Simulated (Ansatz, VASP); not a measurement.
TaN in VASP and in Ansatz

File INCAR:

```
SYSTEM = TaN
  PREC = Accurate
  ENCUT = 600
  EDIFF = 1E-7
  ISMEAR = 0
  SIGMA = 0.1
  LREAL = .FALSE.
  LASPH = .TRUE.
  NELM = 120
  ALGO = Normal
  ISIF = 3
  LWAVE = .FALSE.
  LCHARG = .FALSE.
  IBRION = 2
  NSW = 100
  EDIFFG = -0.002
  GGA_COMPAT = .FALSE.
  NELMIN = 4
```

Contents of KPOINTS:

```
regular mesh
0
G
  16 16 16
  0 0 0
```

The input POSCAR:

```
TaN
1.0
    0.0000000000      2.1747615137      2.1747615137
    2.1747615137      0.0000000000      2.1747615137
    2.1747615137      2.1747615137      0.0000000000
Ta N
1 1
Direct
    0.0000000000      0.0000000000      0.0000000000
    0.5000000000      0.5000000000      0.5000000000
```

Input for Ansatz:

```yaml
crystal:
  lattice:
    - [0.0, 2.1747615137, 2.1747615137]
    - [2.1747615137, 0.0, 2.1747615137]
    - [2.1747615137, 2.1747615137, 0.0]
  atoms:
    - { symbol: Ta, position: [0.0, 0.0, 0.0] }
    - { symbol: "N", position: [0.5, 0.5, 0.5] }
basis:
  ecutwfc: 420
kpoints:
  mp_grid: { grid: [16, 16, 16] }
hamiltonian:
  xc: lda
  pseudopotentials: { kind: paw, azcp: { folder: soft_1 } }
scf:
  occupations: { method: gaussian, width: 0.1 }
output:
  forces: true
  stress: true
  eigenvalues: true
  write_density: true
  write_potential: true
  elf: true
  volumetric_format: npy
relax:
  adjacent_minimum: "off"
  f_tol: 0.002
  max_steps: 80
  cell: { stress_tol: 0.02 }
```

Alike in both runs: task relaxation of cell and atoms; functional LDA; k mesh 16 × 16 × 16; occupations gaussian, width 0.1 eV; no spin polarisation.

```csv
,VASP,Ansatz
version,VASP 6.6.1,Ansatz 0.2.0
potentials or method,"VASP PAW LDA potentials, release 64 (Ta_pv, N), cutoff 600 eV","scalar-relativistic, plane waves, PAW"
valence electrons in the cell,16,18
```

|  | VASP | Ansatz | Ansatz less VASP |
| --- | --- | --- | --- |
| gap on the k mesh at the Fermi level, each at its own relaxed structure (eV) | none | none | - |
| relaxed volume (Å³/atom) | 10.33 | 10.27 | -0.061 |
| relaxed cell length with the largest relative difference (Å) | 3.080 | 3.074 | -0.0060 |

Ansatz warns that its potentials were made for another functional, while VASP's fit it. LDA's correlation is that of Perdew and Zunger in VASP and of Perdew and Wang (1992) in Ansatz. A gap of «none» marks a metal or a gap that the smearing closes. VASP's potentials hold 16 valence electrons a cell and Ansatz's 18, so a difference there can come from the potentials and not from the codes.

Neither program's run includes spin-orbit coupling.
